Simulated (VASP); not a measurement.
# MnO (Fm-3m) in VASP: notebook, part 2 of 2

VASP 6.6.1. The steps go on from the part before.

## Step 4: Single point, r2SCAN+U, collinear spin, ferromagnetic start

POSCAR

```
MnO
1.0
    0.0000000000      2.2220003300      2.2220003300
    2.2220003300      0.0000000000      2.2220003300
    2.2220003300      2.2220003300      0.0000000000
Mn O
1 1
Direct
    0.0000000000      0.0000000000      0.0000000000
    0.5000000000      0.5000000000      0.5000000000
```

INCAR.step1

```
PREC     = Accurate       # precision mode
ENCUT    = 660            # plane-wave cutoff, eV
ISMEAR   = 0              # smearing method
SIGMA    = 0.05           # smearing width, eV
LREAL    = F              # projectors in reciprocal space
LASPH    = T              # aspherical terms in the spheres
NELM     = 200            # most SCF steps
ISPIN    = 2              # spin polarisation
MAGMOM   = 2.84 0.21      # initial moments
LMAXMIX  = 4              # l up to which the mixer works
LDAU     = T              # DFT+U
LDAUTYPE = 1            
LDAUL    = 2 -1           # shell
LDAUU    = 2 0            # U, eV
LDAUJ    = 0.9 0        
NBANDS   = 20             # bands
GGA      = PE             # functional
ALGO     = Normal         # electronic algorithm
EDIFF    = 1E-5           # SCF threshold, eV
LWAVE    = T              # write WAVECAR
LCHARG   = F              # write CHGCAR
GGA_COMPAT= F
```

INCAR.step2

```
PREC     = Accurate       # precision mode
ENCUT    = 660            # plane-wave cutoff, eV
EDIFF    = 1E-6           # SCF threshold, eV
ISMEAR   = 0              # smearing method
SIGMA    = 0.05           # smearing width, eV
LREAL    = F              # projectors in reciprocal space
LASPH    = T              # aspherical terms in the spheres
NELM     = 200            # most SCF steps
ALGO     = Normal         # electronic algorithm
ISIF     = 2              # what is computed and relaxed
LWAVE    = F              # write WAVECAR
LCHARG   = F              # write CHGCAR
ISPIN    = 2              # spin polarisation
MAGMOM   = 2.84 0.21      # initial moments
LORBIT   = 11             # projections on sites
LMAXMIX  = 4              # l up to which the mixer works
LDAU     = T              # DFT+U
LDAUTYPE = 1            
LDAUL    = 2 -1           # shell
LDAUU    = 2 0            # U, eV
LDAUJ    = 0.9 0        
LDAUPRINT= 1            
METAGGA  = R2SCAN         # meta-GGA
LMIXTAU  = T            
NBANDS   = 20             # bands
ISTART   = 1            
GGA_COMPAT= F
```

KPOINTS

```
regular mesh
0
Gamma
  7 7 7
```

Potentials or basis: VASP PAW PBE potentials, release 64 (Mn_pv, O).

Launch:

```bash
> cat potpaw_PBE.64/Mn_pv/POTCAR potpaw_PBE.64/O/POTCAR > POTCAR
> cp INCAR.step1 INCAR
> mpirun -np 1 vasp_std > vasp.out
> cp INCAR.step2 INCAR
> mpirun -np 1 vasp_std > vasp.out
```

OUTCAR:

```text
PREC = Accurate
   ENCUT = 660
   EDIFF = 1E-6
   ISMEAR = 0
   LREAL = F
   LASPH = T
   NELM = 200
   ISIF = 2
   ISPIN = 2
   LORBIT = 11
   METAGGA = R2SCAN
   ISTART = 1

 ion  position               nearest neighbor table
   1  0.000  0.000  0.000-   2 2.22   2 2.22   2 2.22   2 2.22   2 2.22   2 2.22
   2  0.500  0.500  0.500-   1 2.22   1 2.22   1 2.22   1 2.22   1 2.22   1 2.22

  LATTYP: Found a face centered cubic cell.
 ALAT       =     4.4440006600

  Lattice vectors:

 A1 = (   0.0000000000,   2.2220003300,   2.2220003300)
 A2 = (   2.2220003300,   0.0000000000,   2.2220003300)
[... 1164 lines left out ...]

 VOLUME and BASIS-vectors are now :
 -----------------------------------------------------------------------------
  energy-cutoff  :      660.00
  volume of cell :       21.94
      direct lattice vectors                 reciprocal lattice vectors
     0.000000000  2.222000330  2.222000330    -0.225022469  0.225022469  0.225022469
     2.222000330  0.000000000  2.222000330     0.225022469 -0.225022469  0.225022469
     2.222000330  2.222000330  0.000000000     0.225022469  0.225022469 -0.225022469

 POSITION                                       TOTAL-FORCE (eV/Angst)
 -----------------------------------------------------------------------------------
      0.00000      0.00000      0.00000        -0.000000     -0.000000     -0.000000
      2.22200      2.22200      2.22200         0.000000      0.000000      0.000000
 -----------------------------------------------------------------------------------
    total drift:                                0.000000      0.000000      0.000000

  FREE ENERGIE OF THE ION-ELECTRON SYSTEM (eV)
  ---------------------------------------------------
  free  energy   TOTEN  =       -24.2437740419 eV

  energy  without entropy=      -24.2437740006  energy(sigma->0) =      -24.24377402

 total charge

# of ion       s       p       d       tot
------------------------------------------
    1        0.208   6.173   4.961  11.342
    2        1.554   3.482   0.000   5.035
--------------------------------------------------
tot          1.762   9.655   4.961  16.378

 magnetization (x)

# of ion       s       p       d       tot
------------------------------------------
    1        0.028   0.022   4.529   4.580
    2        0.030   0.179   0.000   0.209
--------------------------------------------------
tot          0.058   0.202   4.529   4.789
```

OUTCAR.step1:

```text
PREC = Accurate
   ENCUT = 660
   ISMEAR = 0
   LREAL = F
   LASPH = T
[... 1158 lines left out ...]
 -----------------------------------------------------------------------------------
      0.00000      0.00000      0.00000         0.000000     -0.000000      0.000000
      2.22200      2.22200      2.22200        -0.000000      0.000000     -0.000000
 -----------------------------------------------------------------------------------
    total drift:                                0.000000      0.000000      0.000000

  FREE ENERGIE OF THE ION-ELECTRON SYSTEM (eV)
  ---------------------------------------------------
  free  energy   TOTEN  =       -16.0895495556 eV

  energy  without entropy=      -16.0885425599  energy(sigma->0) =      -16.08904606
```

OSZICAR.step1:

```text
N       E                     dE             d eps       ncg     rms          rms(c)
DAV:   1     0.191656467823E+03    0.19166E+03   -0.11746E+04  1608   0.131E+03
DAV:   2    -0.714963547349E+01   -0.19881E+03   -0.18445E+03  1624   0.358E+02
DAV:   3    -0.172494011909E+02   -0.10100E+02   -0.99820E+01  1808   0.857E+01
DAV:   4    -0.173305151226E+02   -0.81114E-01   -0.81087E-01  1864   0.783E+00
DAV:   5    -0.173311647996E+02   -0.64968E-03   -0.64966E-03  1804   0.714E-01    0.153E+01
DAV:   6    -0.163837374694E+02    0.94743E+00   -0.11113E+01  2160   0.374E+01    0.164E+01
DAV:   7    -0.160917452290E+02    0.29199E+00   -0.14484E+00  1820   0.176E+01    0.919E+00
DAV:   8    -0.160976372928E+02   -0.58921E-02   -0.12982E-01  1764   0.315E+00    0.521E+00
DAV:   9    -0.160911265720E+02    0.65107E-02   -0.58256E-02  1788   0.235E+00    0.805E-01
DAV:  10    -0.160890415528E+02    0.20850E-02   -0.87215E-03  1768   0.866E-01    0.453E-01
DAV:  11    -0.160892893113E+02   -0.24776E-03   -0.14793E-03  1800   0.356E-01    0.188E-01
DAV:  12    -0.160895197137E+02   -0.23040E-03   -0.10623E-04  1844   0.146E-01    0.491E-02
DAV:  13    -0.160895441301E+02   -0.24416E-04   -0.30861E-05  1696   0.521E-02    0.216E-02
DAV:  14    -0.160895495556E+02   -0.54254E-05   -0.63777E-06  1436   0.211E-02
   1 F= -.16089550E+02 E0= -.16089046E+02  d E =-.100700E-02  mag=     4.9647
```

It took 54 s on 1 thread of Intel Xeon 6975P-C (Granite Rapids), shared host; peak memory 0.18 GiB.

Results:

```
Free energy                                           : -24.2438 eV
Pressure                                              : 1.3 GPa
Band gap on the k mesh                                : 0.30 eV, indirect (least direct gap 3.05 eV)
Net moment                                            : 5.00 μB per cell
Site moments                                          : Mn +4.58; O +0.21 μB
Valence electrons inside the program's atomic spheres : Mn 11.34; O 5.04
```

Levels at points of the mesh, in eV from the valence-band top:
Spin up:
```tsv
k point	band 10	band 11	band 12	band 13	band 14	band 15
(0.00, 0.00, 0.00)	-3.40	-3.19	-3.19	0.30	15.08	17.23
```
Spin down:
| k point | band 3 | band 4 | band 5 | band 6 | band 7 | band 8 | band 9 | band 10 | band 11 | band 12 |
| --- | --- | --- | --- | --- | --- | --- | --- | --- | --- | --- |
| (0.00, 0.00, 0.00) | -45.79 | -20.35 | -2.89 | -2.89 | -2.89 | 2.05 | 2.75 | 2.75 | 2.75 | 3.41 |

Eigenvalues of the final occupation matrices:
```csv
site,spin,trace,eigenvalues
site 1 d,1,4.76,0.94 0.94 0.94 0.97 0.97
site 1 d,2,0.22,0.02 0.02 0.02 0.08 0.08
```

Caveat: the PAW data sets were made with another functional, which shifts forces and pressure a little; a cell with one magnetic atom can't hold antiferromagnetic order, which such compounds often take. A k mesh can miss the band edges.
